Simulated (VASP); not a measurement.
# Hf (Pm-3m) in VASP: notebook

Hf is run at these levels: LDA; tasks: single point.

Everything below comes from runs of VASP 6.6.1. Logs are shortened: lines on timing, memory, paths and dates and some standing lists are left out, and cuts for length are marked.

### 1 The cell of the first run

It takes space group Pm-3m (No. 221, cubic). Conventional cell: a = 2.664 Å, b = 2.664 Å, c = 2.664 Å, α = 90.00°, β = 90.00°, γ = 90.00°. Within 3.5 Å of Hf (site symmetry m-3m) lie 6 Hf at 2.66 Å.

### 2 Single point, LDA (volume scaled by 0.84)

Contents of INCAR:

```
SYSTEM = Hf
PREC = Accurate ; ENCUT = 520
EDIFF = 1E-6 ; ISMEAR = -1
SIGMA = 0.1 ; LREAL = .False.
LASPH = .True. ; NELM = 60
ALGO = Normal ; ISIF = 2
LWAVE = .False. ; LCHARG = .True.
LELF = .True. ; LVHAR = .True.
NBANDS = 11
```

Contents of KPOINTS:

```
Automatic mesh
0
Gamma
  15 15 15
  0 0 0
```

Contents of POSCAR:

```
Hf
1.0
    2.6643657244      0.0000000000      0.0000000000
    0.0000000000      2.6643657244      0.0000000000
    0.0000000000      0.0000000000      2.6643657244
Hf
1
Direct
    0.0000000000      0.0000000000      0.0000000000
```

Potentials or basis: VASP PAW LDA potentials, release 64 (Hf_pv).

Command:

```console
$ cat potpaw_LDA.64/Hf_pv/POTCAR > POTCAR
$ mpirun -np 1 vasp_std > vasp.out
```

OUTCAR:

```text
SYSTEM = Hf
   PREC = Accurate
   ENCUT = 520
   EDIFF = 1E-6
   ISMEAR = -1
   LREAL = .False.
   LASPH = .True.
   NELM = 60
   ISIF = 2

 ion  position               nearest neighbor table
   1  0.000  0.000  0.000-

  LATTYP: Found a simple cubic cell.
 ALAT       =     2.6643657244

  Lattice vectors:

 A1 = (   2.6643657244,   0.0000000000,   0.0000000000)
 A2 = (   0.0000000000,   2.6643657244,   0.0000000000)
 A3 = (   0.0000000000,   0.0000000000,   2.6643657244)

Analysis of symmetry for initial positions (statically):
=====================================================================
 Subroutine PRICEL returns:
 Original cell was already a primitive cell.

 Routine SETGRP: Setting up the symmetry group for a
 simple cubic supercell.

 Subroutine GETGRP returns: Found 48 space group operations
 (whereof 48 operations were pure point group operations)
 out of a pool of 48 trial point group operations.

The static configuration has the point symmetry O_h .

Analysis of symmetry for dynamics (positions and initial velocities):
=====================================================================
 Subroutine PRICEL returns:
 Original cell was already a primitive cell.

 Routine SETGRP: Setting up the symmetry group for a
 simple cubic supercell.

 Subroutine GETGRP returns: Found 48 space group operations
 (whereof 48 operations were pure point group operations)
 out of a pool of 48 trial point group operations.

The dynamic configuration has the point symmetry O_h .

 Subroutine INISYM returns: Found 48 space group operations
 (whereof 48 operations are pure point group operations),
 and found     1 'primitive' translations

----------------------------------------------------------------------------------------

                                     Primitive cell

  volume of cell :      18.9139

  direct lattice vectors                    reciprocal lattice vectors
     2.664365724  0.000000000  0.000000000     0.375323849  0.000000000  0.000000000
     0.000000000  2.664365724  0.000000000     0.000000000  0.375323849  0.000000000
     0.000000000  0.000000000  2.664365724     0.000000000  0.000000000  0.375323849

  length of vectors
     2.664365724  2.664365724  2.664365724     0.375323849  0.375323849  0.375323849

  position of ions in fractional coordinates (direct lattice)
     0.000000000  0.000000000  0.000000000

  ion indices of the primitive-cell ions
   primitive index   ion index
                 1           1

----------------------------------------------------------------------------------------

 KPOINTS: Automatic mesh

Automatic generation of k-mesh.
 Grid dimensions read from file:
 generate k-points for:   15   15   15

 Generating k-lattice:

  Cartesian coordinates                     Fractional coordinates (reciprocal lattice)
     0.025021590  0.000000000  0.000000000     0.066666667  0.000000000  0.000000000
     0.000000000  0.025021590  0.000000000     0.000000000  0.066666667  0.000000000
     0.000000000  0.000000000  0.025021590     0.000000000  0.000000000  0.066666667

  Length of vectors
     0.025021590  0.025021590  0.025021590

  Shift w.r.t. Gamma in fractional coordinates (k-lattice)
     0.000000000  0.000000000  0.000000000

 Subroutine IBZKPT returns following result:
 ===========================================

 Found    120 irreducible k-points:

 Following reciprocal coordinates:
            Coordinates               Weight
  0.000000  0.000000  0.000000      1.000000
  0.066667  0.000000  0.000000      6.000000
  0.133333  0.000000  0.000000      6.000000
  0.200000  0.000000  0.000000      6.000000
  0.266667  0.000000  0.000000      6.000000
  0.333333  0.000000  0.000000      6.000000
[... 16 lines left out ...]
  0.266667  0.200000  0.000000     24.000000
  0.333333  0.200000  0.000000     24.000000
 [... further k-points ...]
   k-points           NKPTS =    120   k-points in BZ     NKDIM =    120   number of bands    NBANDS=     11
   number of dos      NEDOS =    301   number of ions     NIONS =      1
   total plane-waves  NPLWV =   8000
   dimension x,y,z NGX =    20 NGY =   20 NGZ =   20
   dimension x,y,z NGXF=    40 NGYF=   40 NGZF=   40
   ions per type =               1
   NGX,Y,Z   is equivalent  to a cutoff of  12.48, 12.48, 12.48 a.u.
   NGXF,Y,Z  is equivalent  to a cutoff of  24.96, 24.96, 24.96 a.u.
 SYSTEM =  Hf
   PREC   = accura    normal or accurate (medium, high low for compatibility)
   ISTART =      0    job   : 0-new  1-cont  2-samecut
   ICHARG =      2    charge: 1-file 2-atom 10-const
   ISPIN  =      1    spin polarized calculation?
   LNONCOLLINEAR =      F non collinear calculations
   LSORBIT =      F    spin-orbit coupling
   LASPH  =      T    aspherical Exc in radial PAW
   ENCUT  =  520.0 eV  38.22 Ry    6.18 a.u.   4.95  4.95  4.95*2*pi/ulx,y,z
   NELM   =     60;   NELMIN=  2; NELMDL= -5     # of ELM steps
   EDIFF  = 0.1E-05   stopping-criterion for ELM
   LREAL  =      F    real-space projection
   EDIFFG = 0.1E-04   stopping-criterion for IOM
   NSW    =      0    number of steps for IOM
   IBRION =     -1    ionic relax: 0-MD 1-quasi-New 2-CG
   NFREE  =      0    steps in history (QN), initial steepest desc. (CG)
   ISIF   =      2    stress and relaxation
   ISYM   =      2    0-nonsym 1-usesym 2-fastsym
   POTIM  = 0.5000    time-step for ionic-motion
   TEBEG  =    0.0;   TEEND  =   0.0 temperature during run
   PSTRESS=    0.0 pullay stress
   NELECT =      10.0000    total number of electrons
   NUPDOWN=      -1.0000    fix difference up-down
   EMIN   =  10.00;   EMAX   =-10.00  energy-range for DOS
   EFERMI =   0.00;   METHOD = LEGACY
   ISMEAR =    -1;   SIGMA  =   0.10  broadening in eV -4-tet -1-fermi 0-gaus
   EFERMI_NEDOS =   21; number of points for ismear=-14 and -15
   IALGO  =     38    algorithm
   IMIX   =      4    mixing-type and parameters
     AMIX     =   0.40;   BMIX     =  1.00
     AMIX_MAG =   1.60;   BMIX_MAG =  1.00
  volume/ion in A,a.u.               =      18.91       127.64
  Fermi-wavevector in a.u.,A,eV,Ry     =   1.323775  2.501573 23.842597  1.752381
  Thomas-Fermi vector in A             =   2.453359
   LORBIT       =      0    0 simple, 1 ext, 2 COOP (PROOUT), +10 PAW based schemes
   GGA     = CA    functional components
   LHFCALC =     F    Hartree Fock is set to
   AEXX    =    0.0000 exact exchange contribution
   IVDW    =     0    specifies the selected vdW correction
   LEPSILON=     F    determine dielectric tensor
   LRPA    =     F    only Hartree local field effects (RPA)
 non-spin polarized calculation
  energy-cutoff  :      520.00
  volume of cell :       18.91
 maximum number of plane-waves:       521
 NGX is ok and might be reduce to    20
   NGX =  9   NGY =  9   NGZ =  9

 number of electron      10.0000000 magnetization

 number of electron       9.9999998 magnetization

 Free energy of the ion-electron system (eV)
  ---------------------------------------------------
  ext. energy  EPLUGINS =         0.00000000
  ---------------------------------------------------
  free energy    TOTEN  =        -9.48777297 eV

  energy without entropy =       -9.45271396  energy(sigma->0) =       -9.47024347

 E-fermi :   5.5470     XC(G=0): -12.1529

 val. band max:        5.5364746296   @ k =   0.3333   0.3333   0.2667
 cond. band min:       5.5480610963   @ k =   0.4667   0.3333   0.1333
 fundamental gap:      0.0115864667
 Fermi energy:         5.5469608181

 k-point     1 :       0.0000    0.0000    0.0000
  band No.  band energies     occupation
      1     -23.3796      2.00000
      2     -23.3796      2.00000
      3     -23.3796      2.00000
      4      -1.5790      2.00000
      5       3.3469      2.00000
      6       3.3469      2.00000
      7      14.0607      0.00000
      8      14.0607      0.00000
      9      14.0607      0.00000
     10      18.4827      0.00000
     11      21.1644      0.00000

 k-point     2 :       0.0667    0.0000    0.0000
  band No.  band energies     occupation
      1     -23.4806      2.00000
      2     -23.3713      2.00000
      3     -23.3713      2.00000
      4      -1.4184      2.00000
      5       3.3925      2.00000
      6       3.5276      2.00000
      7      13.6836      0.00000
      8      13.6836      0.00000
      9      14.0839      0.00000
     10      18.4807      0.00000
     11      20.3999      0.00000

 k-point     3 :       0.1333    0.0000    0.0000
  band No.  band energies     occupation
      1     -23.7586      2.00000
      2     -23.3476      2.00000
      3     -23.3476      2.00000
      4      -0.9755      2.00000
      5       3.5242      2.00000
      6       4.0538      2.00000
      7      12.7938      0.00000
      8      12.7938      0.00000
      9      14.1504      0.00000
     10      18.4570      0.00000
     11      18.9297      0.00000

 k-point     4 :       0.2000    0.0000    0.0000
  band No.  band energies     occupation
      1     -24.1497      2.00000
      2     -23.3125      2.00000
      3     -23.3125      2.00000
      4      -0.3420      2.00000
      5       3.7270      2.00000
      6       4.8471      1.99818
      7      11.7562      0.00000
      8      11.7562      0.00000
      9      14.2501      0.00000
     10      17.4708      0.00000
     11      18.5022      0.00000
[... 239 lines left out ...]
 k-point    22 :       0.2000    0.2000    0.0000
  band No.  band energies     occupation
      1     -24.1035      2.00000
      2     -24.0274      2.00000
      3     -23.2467      2.00000
      4       0.8475      2.00000
      5       4.5710      1.99988
      6       5.8019      0.14498
      7       9.3835      0.00000
      8      11.7137      0.00000
      9      12.4379      0.00000
     10      18.4703      0.00000
     11      19.4028      0.00000

 k-point    23 :       0.2667    0.2000    0.0000
  band No.  band energies     occupation
      1     -24.4856      2.00000
      2     -24.0113      2.00000
      3     -23.2069      2.00000
      4       1.5046      2.00000
      5       4.7520      1.99929
      6       6.4714      0.00019
      7       8.8896      0.00000
      8      11.0278      0.00000
      9      12.3551      0.00000
     10      18.2828      0.00000
     11      18.5283      0.00000

 k-point    24 :       0.3333    0.2000    0.0000
  band No.  band energies     occupation
      1     -24.8626      2.00000
      2     -23.9639      2.00000
      3     -23.1685      2.00000
      4       2.1676      2.00000
      5       4.7408      1.99937
      6       6.5442      0.00009
      7       9.3478      0.00000
      8      10.2994      0.00000
      9      12.4778      0.00000
     10      17.6540      0.00000
     11      18.4964      0.00000

 [... further k-points ...]

------------------------ aborting loop because EDIFF is reached ----------------------------------------

  FORCE on cell =-STRESS in cart. coord.  units (eV):
  Direction    XX          YY          ZZ          XY          YZ          ZX
  --------------------------------------------------------------------------------------
  -------------------------------------------------------------------------------------
  Total        2.4243685      2.4243685      2.4243685      0.0000000     -0.0000000      0.0000000
  in kB      205.3656053    205.3656053    205.3656053      0.0000000     -0.0000000      0.0000000
  external PRESSURE =     205.3656053 kB  Pullay stress =       0.0000000 kB

 VOLUME and BASIS-vectors are now :
 -----------------------------------------------------------------------------
  energy-cutoff  :      520.00
  volume of cell :       18.91
      direct lattice vectors                 reciprocal lattice vectors
     2.664365724  0.000000000  0.000000000     0.375323849  0.000000000  0.000000000
     0.000000000  2.664365724  0.000000000     0.000000000  0.375323849  0.000000000
     0.000000000  0.000000000  2.664365724     0.000000000  0.000000000  0.375323849

 POSITION                                       TOTAL-FORCE (eV/Angst)
 -----------------------------------------------------------------------------------
      0.00000      0.00000      0.00000         0.000000      0.000000      0.000000
 -----------------------------------------------------------------------------------
    total drift:                               -0.000000      0.000000     -0.000000

  FREE ENERGIE OF THE ION-ELECTRON SYSTEM (eV)
  ---------------------------------------------------
  free  energy   TOTEN  =        -9.4877729737 eV

  energy  without entropy=       -9.4527139644  energy(sigma->0) =       -9.47024347
```

Run time: 23 s. Hardware: 1 thread of AMD EPYC 7R13, shared host; peak memory 0.11 GiB.

What came out:

| Quantity | Value |
| --- | --- |
| Free energy | -9.4878 eV |
| Pressure | 20.5 GPa |
| Band gap on the k mesh | zero (band 5 reaches 6.54 eV, above the bottom of band 6 at 3.35 eV) |

Caveat: spin-orbit coupling is left out, which moves the levels of the heavy elements.

### 3 Single point, LDA (volume scaled by 0.84)

Contents of INCAR:

```
SYSTEM = Hf
PREC = Accurate
ENCUT = 520
EDIFF = 1E-6
ISMEAR = -1
SIGMA = 0.1
LREAL = .FALSE.
LASPH = .TRUE.
NELM = 60
ALGO = Normal
ISIF = 2
LWAVE = .FALSE.
LCHARG = .TRUE.
GGA = CA
LELF = .TRUE.
LVHAR = .TRUE.
NBANDS = 11
```

Contents of KPOINTS:

```
regular mesh
0
G
  15 15 15
  0 0 0
```

POSCAR is that of step 2.

Potentials or basis: VASP PAW LDA potentials, release 64 (Hf_pv).

Command:

```console
$ cat potpaw_LDA.64/Hf_pv/POTCAR > POTCAR
$ mpirun -np 1 vasp_std > vasp.out
```

It took 8.6 s on 1 thread of AMD EPYC 9R45 (Zen 5), shared host; peak memory 0.1 GiB.

It converged, with:

* Free energy: -9.4878 eV
* Pressure: 20.5 GPa
* Band gap on the k mesh: zero (band 5 reaches 6.54 eV, above the bottom of band 6 at 3.35 eV)

Levels at points of the mesh, in eV from the Fermi level:
```tsv
k point	band 1	band 2	band 3	band 4	band 5	band 6	band 7	band 8	band 9	band 10
(0.00, 0.00, 0.00)	-28.93	-28.93	-28.93	-7.13	-2.20	-2.20	8.51	8.51	8.51	12.94
```

Caveat: spin-orbit coupling is left out, which moves the levels of the heavy elements.
